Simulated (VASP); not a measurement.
# Ta18N17 (a cell with a defect) in VASP: notebook

Runs on Ta18N17 (a cell with a defect). Level: PBEsol. Tasks: single point.

Program: VASP 6.6.1. These are calculated values, not measurements. Logs are shortened: lines on timing, memory, paths and dates and some standing lists are left out, and cuts for length are marked.

**1. The cell of the first run**

The cell holds a defect, 35 atoms: a = 8.969 Å, b = 8.969 Å, c = 5.792 Å, α = 90.00°, β = 90.00°, γ = 120.00°.

**2. Single point, PBEsol**

The input, INCAR:

```
PREC     = Accurate       # precision mode
ENCUT    = 520            # plane-wave cutoff, eV
EDIFF    = 1E-6           # SCF threshold, eV
ISMEAR   = 1              # smearing method
SIGMA    = 0.1            # smearing width, eV
LREAL    = Auto         
LASPH    = True           # aspherical terms in the spheres
NELM     = 60             # most SCF steps
ALGO     = Normal         # electronic algorithm
ISIF     = 2              # what is computed and relaxed
LWAVE    = False          # write WAVECAR
LCHARG   = True           # write CHGCAR
GGA      = PS             # functional
LELF     = True           # ELF
LVHAR    = True         
NBANDS   = 164            # bands
```

The input, KPOINTS:

```
Automatic mesh
0
Gamma
  2 2 3
```

The input, POSCAR:

```
Ta18N17
1.0
    7.7675072900      4.4845723700      0.0000000000
   -7.7675072400      4.4845724500      0.0000000000
    0.0000000000      0.0000000000      5.7917586600
Ta N
18 17
Direct
    0.0028676865      0.0010372601     -0.0001601533
    0.3361460222      0.6676848029     -0.0001556872
    0.6578291557      0.3285177391     -0.0001380185
   -0.0010100409      0.6649596092      0.2506381336
    0.3338789968      0.3347175882      0.2495358906
    0.6678950710      0.0009141808      0.2500968663
   -0.0010047664      0.3332431563      0.2506436366
    0.3338805267     -0.0016233342      0.2495299933
    0.6678866158      0.6661870359      0.2500906847
    0.0048944394      0.0020567572      0.4998369832
    0.3366146242      0.6679069468      0.4998472639
    0.6514874731      0.3253472477      0.4998397637
   -0.0010091931      0.6649607603      0.7490512558
    0.3338780612      0.3347168340      0.7501470988
    0.6678967308      0.0009145028      0.7495901548
   -0.0010024701      0.3332439836      0.7490519792
    0.3338797464     -0.0016243975      0.7501450408
    0.6678870422      0.6661864765      0.7495968569
    0.1298737433      0.8657572228     -0.0001624888
    0.4658266325      0.5359080492     -0.0001509180
    0.7958762721      0.2027564357     -0.0001417338
    0.0718644347      0.5355403115     -0.0001512911
    0.3961909372      0.1977058611     -0.0001560278
    0.7406810848      0.8699471353     -0.0001635802
    0.1298669274      0.2633214257     -0.0001604113
    0.4658378216      0.9291461298     -0.0001538017
    0.7958646176      0.5923201937     -0.0001460173
    0.1350043749      0.8691577140      0.4998364568
    0.7955846208      0.2055801250      0.4998417254
    0.0734782775      0.5363418009      0.4998455739
    0.4661714519      0.5331127448      0.4998451214
    0.7396772838      0.8694416156      0.4998373833
    0.1349984180      0.2650623775      0.4998401682
    0.4661753063      0.9322726284      0.4998412753
    0.7955733625      0.5892105905      0.4998393333
```

Potentials or basis: VASP PAW PBE potentials, release 64 (Ta_pv, N).

Started as:

```sh
$ cat potpaw_PBE.64/Ta_pv/POTCAR potpaw_PBE.64/N/POTCAR > POTCAR
$ mpirun -np 1 vasp_std > vasp.out
```

OUTCAR:

```text
PREC = Accurate
   ENCUT = 520
   EDIFF = 1E-6
   ISMEAR = 1
   LREAL = Auto
   LASPH = True
   NELM = 60
   ISIF = 2
   GGA = PS

 ion  position               nearest neighbor table
   1  0.003  0.001  1.000-  24 2.04  25 2.04  19 2.04  10 2.90  10 2.90   8 3.31  17 3.31  14 3.31
                             5 3.31  13 3.33  16 3.33   4 3.33   7 3.33  15 3.34   6 3.34  18 3.34
   2  0.336  0.668  1.000-  20 2.03  26 2.03  22 2.05  11 2.90  11 2.90   8 3.31  17 3.31   5 3.31
                            14 3.31   9 3.32  18 3.32   6 3.32  15 3.32  13 3.34   4 3.34  16 3.34
   3  0.658  0.329  1.000-  23 2.03  27 2.05  21 2.05  12 2.90  12 2.90   8 3.27   5 3.27  17 3.27
                            14 3.27   6 3.32   9 3.32  15 3.32  18 3.32   4 3.37   7 3.37  13 3.37
   4  0.999  0.665  0.251-  19 2.15  30 2.15  35 2.15  22 2.15  27 2.16  28 2.17  13 2.89  13 2.91
                             9 2.98   7 2.98   8 3.00  10 3.33   1 3.33  11 3.34   2 3.34   3 3.37
   5  0.334  0.335  0.250-  33 2.14  31 2.14  23 2.14  20 2.15  25 2.16  14 2.89  14 2.90   9 2.98
                             7 3.00   8 3.02  12 3.23   3 3.27  10 3.30   2 3.31  11 3.31   1 3.31
   6  0.668  0.001  0.250-  21 2.15  34 2.15  26 2.15  32 2.16  29 2.16  24 2.16  15 2.89  15 2.90
                             7 2.98   8 2.98   9 3.00  11 3.31   2 3.32   3 3.32  12 3.32   1 3.34
   7  0.999  0.333  0.251-  25 2.15  30 2.15  29 2.15  22 2.15  21 2.16  33 2.17  16 2.89  16 2.91
                             6 2.98   4 2.98   5 3.00  10 3.33   1 3.33  11 3.34   2 3.34   3 3.37
   8  0.334  0.998  0.250-  28 2.14  34 2.14  23 2.14  26 2.15  19 2.16  17 2.89  17 2.90   6 2.98
                             4 3.00   5 3.02  12 3.23   3 3.27  10 3.30   2 3.31  11 3.31   1 3.31
   9  0.668  0.666  0.250-  27 2.15  31 2.15  20 2.15  32 2.16  35 2.16  24 2.16  18 2.89  18 2.90
[... 22 lines left out ...]
  22  0.072  0.536  1.000-   2 2.05   4 2.15  13 2.15   7 2.15  16 2.15
  23  0.396  0.198  1.000-   3 2.03   5 2.14   8 2.14  14 2.14  17 2.14
  24  0.741  0.870  1.000-   1 2.04  15 2.16  18 2.16   6 2.16   9 2.16
[... 9 lines left out ...]
  34  0.466  0.932  0.500-  11 2.05  17 2.14   8 2.14   6 2.15  15 2.15
  35  0.796  0.589  0.500-  12 2.05   4 2.15  13 2.15   9 2.16  18 2.16

  LATTYP: Found a hexagonal cell.
 ALAT       =     8.9691448222
 C/A-ratio  =     0.6457425735

  Lattice vectors:

 A1 = (   7.7675072900,   4.4845723700,   0.0000000000)
 A2 = (  -7.7675072400,   4.4845724500,   0.0000000000)
 A3 = (   0.0000000000,   0.0000000000,   5.7917586600)

Analysis of symmetry for initial positions (statically):
=====================================================================
 Subroutine PRICEL returns:
 Original cell was already a primitive cell.

 Routine SETGRP: Setting up the symmetry group for a
 hexagonal supercell.

 Subroutine GETGRP returns: Found  1 space group operations
 (whereof  1 operations were pure point group operations)
 out of a pool of 24 trial point group operations.

The static configuration has the point symmetry C_1 .

Analysis of symmetry for dynamics (positions and initial velocities):
=====================================================================
 Subroutine PRICEL returns:
 Original cell was already a primitive cell.

 Routine SETGRP: Setting up the symmetry group for a
 hexagonal supercell.

 Subroutine GETGRP returns: Found  1 space group operations
 (whereof  1 operations were pure point group operations)
 out of a pool of 24 trial point group operations.

The dynamic configuration has the point symmetry C_1 .

 Subroutine INISYM returns: Found  1 space group operations
 (whereof  1 operations are pure point group operations),
 and found     1 'primitive' translations

----------------------------------------------------------------------------------------

                                     Primitive cell

  volume of cell :     403.4996

  direct lattice vectors                    reciprocal lattice vectors
     7.767507290  4.484572370  0.000000000     0.064370716  0.111493349  0.000000000
    -7.767507240  4.484572450  0.000000000    -0.064370715  0.111493350  0.000000000
     0.000000000  0.000000000  5.791758660     0.000000000  0.000000000  0.172659128

  length of vectors
     8.969144822  8.969144819  5.791758660     0.128741431  0.128741431  0.172659128

  position of ions in fractional coordinates (direct lattice)
     0.002867686  0.001037260  0.999839847
     0.336146022  0.667684803  0.999844313
     0.657829156  0.328517739  0.999861981
     0.998989959  0.664959609  0.250638134
     0.333878997  0.334717588  0.249535891
     0.667895071  0.000914181  0.250096866
[... 27 lines left out ...]
     0.466175306  0.932272628  0.499841275
     0.795573363  0.589210591  0.499839333

  ion indices of the primitive-cell ions
   primitive index   ion index
                 1           1
                 2           2
[... 52 lines left out ...]
 SYSTEM =  unknown system
   PREC   = accura    normal or accurate (medium, high low for compatibility)
   ISTART =      0    job   : 0-new  1-cont  2-samecut
   ICHARG =      2    charge: 1-file 2-atom 10-const
   ISPIN  =      1    spin polarized calculation?
   LNONCOLLINEAR =      F non collinear calculations
   LSORBIT =      F    spin-orbit coupling
   LASPH  =      T    aspherical Exc in radial PAW
   ENCUT  =  520.0 eV  38.22 Ry    6.18 a.u.  16.68 16.68 10.77*2*pi/ulx,y,z
   NELM   =     60;   NELMIN=  2; NELMDL= -5     # of ELM steps
   EDIFF  = 0.1E-05   stopping-criterion for ELM
   LREAL  =      T    real-space projection
   EDIFFG = 0.1E-04   stopping-criterion for IOM
   NSW    =      0    number of steps for IOM
   IBRION =     -1    ionic relax: 0-MD 1-quasi-New 2-CG
   NFREE  =      0    steps in history (QN), initial steepest desc. (CG)
   ISIF   =      2    stress and relaxation
   ISYM   =      2    0-nonsym 1-usesym 2-fastsym
   POTIM  = 0.5000    time-step for ionic-motion
   TEBEG  =    0.0;   TEEND  =   0.0 temperature during run
   PSTRESS=    0.0 pullay stress
   NELECT =     283.0000    total number of electrons
   NUPDOWN=      -1.0000    fix difference up-down
   EMIN   =  10.00;   EMAX   =-10.00  energy-range for DOS
   EFERMI =   0.00;   METHOD = LEGACY
   ISMEAR =     1;   SIGMA  =   0.10  broadening in eV -4-tet -1-fermi 0-gaus
   EFERMI_NEDOS =   21; number of points for ismear=-14 and -15
   IALGO  =     38    algorithm
   IMIX   =      4    mixing-type and parameters
     AMIX     =   0.40;   BMIX     =  1.00
     AMIX_MAG =   1.60;   BMIX_MAG =  1.00
  volume/ion in A,a.u.               =      11.53        77.80
  Fermi-wavevector in a.u.,A,eV,Ry     =   1.454530  2.748663 28.785256  2.115657
  Thomas-Fermi vector in A             =   2.571670
   LORBIT       =      0    0 simple, 1 ext, 2 COOP (PROOUT), +10 PAW based schemes
   GGA     = PS    functional components
   LHFCALC =     F    Hartree Fock is set to
   AEXX    =    0.0000 exact exchange contribution
   IVDW    =     0    specifies the selected vdW correction
   LEPSILON=     F    determine dielectric tensor
   LRPA    =     F    only Hartree local field effects (RPA)
 non-spin polarized calculation
 Methfessel and Paxton  Order N= 1 SIGMA  =   0.10
  energy-cutoff  :      520.00
  volume of cell :      403.50
 maximum number of plane-waves:     10872
 NGX is ok and might be reduce to    70
   NGX = 33   NGY = 33   NGZ = 21

 number of electron     282.9999991 magnetization

 Free energy of the ion-electron system (eV)
  ---------------------------------------------------
  ext. energy  EPLUGINS =         0.00000000
  ---------------------------------------------------
  free energy    TOTEN  =      -416.44508210 eV

  energy without entropy =     -416.44098950  energy(sigma->0) =     -416.44371790

 E-fermi :   7.9703     XC(G=0): -13.1390

 val. band max:        7.8320233773   @ k =   0.5000   0.0000   0.0000
 cond. band min:       7.9723484932   @ k =   0.5000   0.0000   0.3333
 fundamental gap:      0.1403251159
 Fermi energy:         7.9702936303

 k-point     1 :       0.0000    0.0000    0.0000
  band No.  band energies     occupation
      1     -28.4139      2.00000
      2     -28.3534      2.00000
      3     -28.3477      2.00000
      4     -28.2834      2.00000
      5     -28.1212      2.00000
      6     -28.0848      2.00000
[... 1237 lines left out ...]
    152       9.3233     -0.00000
    153       9.4256     -0.00000
 [bands above 153 left out]

------------------------ aborting loop because EDIFF is reached ----------------------------------------

  FORCE on cell =-STRESS in cart. coord.  units (eV):
  Direction    XX          YY          ZZ          XY          YZ          ZX
  --------------------------------------------------------------------------------------
  -------------------------------------------------------------------------------------
  Total       -4.7579285     -5.4142282      2.0016174     -0.5694029      0.0005747      0.0000316
  in kB      -18.8923216    -21.4982930      7.9478287     -2.2609300      0.0022818      0.0001256
  external PRESSURE =     -10.8142620 kB  Pullay stress =       0.0000000 kB

 VOLUME and BASIS-vectors are now :
 -----------------------------------------------------------------------------
  energy-cutoff  :      520.00
  volume of cell :      403.50
      direct lattice vectors                 reciprocal lattice vectors
     7.767507290  4.484572370  0.000000000     0.064370716  0.111493349  0.000000000
    -7.767507240  4.484572450  0.000000000    -0.064370715  0.111493350  0.000000000
     0.000000000  0.000000000  5.791758660     0.000000000  0.000000000  0.172659128

 POSITION                                       TOTAL-FORCE (eV/Angst)
 -----------------------------------------------------------------------------------
      0.01422      0.01751      5.79083         0.000396      0.000975      0.000241
     -2.57523      4.50175      5.79086        -0.006829     -0.012317      0.000692
      2.55793      4.42334      5.79096         0.003487      0.006596     -0.001616
      2.59458      7.46210      1.45164         0.001045     -0.000188      0.001461
     -0.00651      2.99837      1.44525         0.029408     -0.013959      0.020933
      5.18078      2.99932      1.44850        -0.003124      0.003924     -0.000045
[... 27 lines left out ...]
     -3.62041      6.27144      2.89496        -0.009846      0.000175      0.000045
      1.60292      6.21016      2.89495        -0.005808     -0.003750      0.000555
 -----------------------------------------------------------------------------------
    total drift:                               -0.003127     -0.009566      0.000954

  FREE ENERGIE OF THE ION-ELECTRON SYSTEM (eV)
  ---------------------------------------------------
  free  energy   TOTEN  =      -416.4450820985 eV

  energy  without entropy=     -416.4409895000  energy(sigma->0) =     -416.44371790
```

It took 21 min on 1 thread of Intel Xeon Platinum 8375C at 2.90GHz (Ice Lake), shared host; peak memory 0.72 GiB.

What came out:

| Property | Result |
| --- | --- |
| Free energy | -416.4451 eV |
| Pressure | -1.1 GPa |
| Largest force | 0.054 eV/Å |
| Band gap on the k mesh | zero (an odd number of electrons rules out a gap without spin polarisation) |

Forces in eV/Å, atoms in the order of the input:
```
Ta   0.000  0.001  0.000
Ta  -0.007 -0.012  0.001
Ta   0.003  0.007 -0.002
Ta   0.001  0.000  0.001
Ta   0.029 -0.014  0.021
Ta  -0.003  0.004  0.000
Ta  -0.001  0.002 -0.001
Ta  -0.026  0.018  0.022
Ta   0.006  0.001  0.001
Ta   0.007  0.007  0.000
Ta   0.004  0.011  0.000
Ta  -0.027 -0.046  0.001
Ta   0.001  0.000 -0.001
Ta   0.029 -0.014 -0.020
Ta  -0.003  0.005  0.000
Ta  -0.002  0.002  0.000
Ta  -0.027  0.019 -0.021
Ta   0.006  0.001 -0.001
N    0.007  0.011  0.000
N    0.001  0.011 -0.001
N   -0.004  0.005 -0.001
N   -0.003 -0.006  0.000
N   -0.008 -0.016  0.000
N   -0.005 -0.010  0.000
N    0.007  0.013  0.000
N    0.010  0.005 -0.001
N    0.006  0.000 -0.001
N    0.011 -0.003  0.000
N    0.000 -0.009  0.001
N    0.000  0.001  0.000
N    0.006 -0.008  0.000
N    0.005  0.009  0.000
N   -0.006  0.009  0.000
N   -0.010  0.000  0.000
N   -0.006 -0.004  0.001
```

Levels at points of the mesh, in eV from the Fermi level:
| k point | band 137 | band 138 | band 139 | band 140 | band 141 | band 142 | band 143 | band 144 | band 145 | band 146 |
| --- | --- | --- | --- | --- | --- | --- | --- | --- | --- | --- |
| (0.00, 0.00, 0.00) | -1.73 | -1.60 | -1.48 | -1.07 | -0.85 | 0.20 | 0.64 | 0.69 | 0.78 | 0.82 |
| (0.50, 0.00, 0.00) | -1.49 | -1.42 | -0.87 | -0.64 | -0.14 | 0.17 | 0.35 | 0.69 | 0.70 | 1.18 |
| (0.00, 0.50, 0.00) | -1.59 | -1.35 | -1.03 | -0.40 | -0.17 | 0.13 | 0.46 | 0.59 | 0.76 | 1.14 |
| (0.50, 0.50, 0.00) | -1.59 | -1.35 | -1.03 | -0.40 | -0.17 | 0.13 | 0.46 | 0.59 | 0.76 | 1.14 |

Caveat: the k points lie up to 0.40 Å⁻¹ apart, too coarse for converged energies and pressures of a metal; the PAW data sets were made with another functional, which shifts forces and pressure a little; spin-orbit coupling is left out, which moves the levels of the heavy elements.

**3. Single point, PBEsol**

The input, INCAR:

```
SYSTEM = Ta18N17
  PREC = Accurate
  ENCUT = 520
  EDIFF = 1E-7
  ISMEAR = 1
  SIGMA = 0.1
  LREAL = Auto
  LASPH = .True.
  NELM = 100
  ALGO = Normal
  ISIF = 2
  LWAVE = .False.
  LCHARG = .True.
  GGA = PS
  LELF = .True.
  LVHAR = .True.
  NBANDS = 164
```

The input, KPOINTS:

```
Automatic mesh
0
Gamma
  2 2 3
  0 0 0
```

The input, POSCAR:

```
Ta18N17
1.0
    7.7675072900      4.4845723700      0.0000000000
   -7.7675072400      4.4845724500      0.0000000000
    0.0000000000      0.0000000000      5.7917586600
Ta N
18 17
Direct
   -0.0015049916      0.0013194666     -0.0004133460
    0.3375873564      0.6621612433     -0.0004784384
    0.6651162791      0.3347375762     -0.0004803377
    0.0011796967      0.6669263565      0.2503282828
    0.3314451878      0.3320437088      0.2492358685
    0.6651884351     -0.0001609244      0.2497906223
   -0.0000232957      0.3345633252      0.2498027085
    0.3329113715     -0.0013696151      0.2503324267
    0.6677463741      0.6682940445      0.2492876663
   -0.0017784146      0.0015634554      0.4995448136
    0.3408104748      0.6589512812      0.4994790304
    0.6640178921      0.3357764257      0.4995418784
    0.0011947339      0.6669224687      0.7487471862
    0.3314842650      0.3320628311      0.7498269964
    0.6652299332     -0.0001455608      0.7492724153
   -0.0000485089      0.3345691386      0.7492910625
    0.3328902410     -0.0013607489      0.7487407978
    0.6677723120      0.6683588622      0.7498104211
    0.1306276814      0.8691895944     -0.0004380362
    0.4684599342      0.5313615844     -0.0004744673
    0.7962014456      0.2036033549     -0.0004416620
    0.0738082596      0.5363836899     -0.0004563381
    0.4028380523      0.1994550453     -0.0004701508
    0.7370783534      0.8696723768     -0.0004445973
    0.1302114442      0.2627883411     -0.0004582373
    0.4633848975      0.9259756505     -0.0005243658
    0.8003773774      0.5970113668     -0.0004843089
    0.1297989636      0.8700200962      0.4995596622
    0.7966561424      0.2031738556      0.4995719210
    0.0769238082      0.5391866543      0.4994914619
    0.4010125138      0.2027933255      0.4995392885
    0.7338569937      0.8667395266      0.4995185694
    0.1330650975      0.2659252256      0.4995767555
    0.4605856876      0.9228460901      0.4995089005
    0.7970264668      0.5987590030      0.4995741656
```

Potentials or basis: VASP PAW PBE potentials, release 64 (Ta_pv, N).

Started as:

```sh
$ cat potpaw_PBE.64/Ta_pv/POTCAR potpaw_PBE.64/N/POTCAR > POTCAR
$ mpirun -np 1 vasp_std > vasp.out
```

It took 38 min on 1 thread of Oxide Virtual Turin-like, shared host; peak memory 0.69 GiB.

The run converged. Its results:

```
Free energy            : -416.4451 eV
Pressure               : -1.1 GPa
Largest force          : 0.043 eV/Å
Band gap on the k mesh : zero (an odd number of electrons rules out a gap without spin polarisation)
```

Forces in eV/Å, atoms in the order of the input:
```
Ta   0.003  0.003 -0.003
Ta   0.001  0.005 -0.001
Ta   0.006 -0.003  0.003
Ta   0.009 -0.002  0.002
Ta  -0.007  0.031  0.016
Ta   0.001  0.004  0.000
Ta  -0.010 -0.002  0.001
Ta   0.001 -0.002  0.000
Ta  -0.017 -0.021  0.007
Ta  -0.014  0.001  0.002
Ta   0.043  0.000  0.004
Ta   0.008  0.001  0.001
Ta   0.008 -0.002 -0.001
Ta  -0.011  0.026 -0.016
Ta  -0.004 -0.002 -0.001
Ta  -0.005  0.002 -0.001
Ta   0.008  0.000 -0.001
Ta  -0.011 -0.026 -0.009
N    0.007  0.000 -0.001
N    0.014  0.000  0.001
N    0.006  0.000 -0.001
N   -0.008  0.007  0.000
N   -0.010 -0.004  0.001
N   -0.001 -0.013  0.001
N   -0.002  0.000 -0.002
N   -0.004 -0.007  0.004
N   -0.009  0.003  0.002
N    0.002 -0.001 -0.003
N   -0.003 -0.004 -0.004
N    0.001  0.003  0.004
N    0.002 -0.006 -0.002
N    0.001 -0.006  0.001
N   -0.001  0.006 -0.002
N    0.001 -0.001  0.003
N   -0.004  0.008 -0.003
```

Stress tensor (GPa, compression positive):
```
-2.28  0.01  0.00
 0.01 -1.76  0.00
 0.00  0.00  0.79
```

Levels at points of the mesh, in eV from the Fermi level:
| k point | band 139 | band 140 | band 141 | band 142 | band 143 | band 144 |
| --- | --- | --- | --- | --- | --- | --- |
| (0.00, 0.00, 0.00) | -1.48 | -1.07 | -0.86 | 0.20 | 0.63 | 0.69 |
| (0.50, 0.00, 0.00) | -1.03 | -0.40 | -0.17 | 0.13 | 0.46 | 0.59 |
| (0.00, 0.50, 0.00) | -1.03 | -0.40 | -0.17 | 0.13 | 0.46 | 0.59 |
| (0.50, 0.50, 0.00) | -0.87 | -0.64 | -0.14 | 0.17 | 0.35 | 0.69 |

Caveat: the k points lie up to 0.40 Å⁻¹ apart, too coarse for converged energies and pressures of a metal; the PAW data sets were made with another functional, which shifts forces and pressure a little; spin-orbit coupling is left out, which moves the levels of the heavy elements.
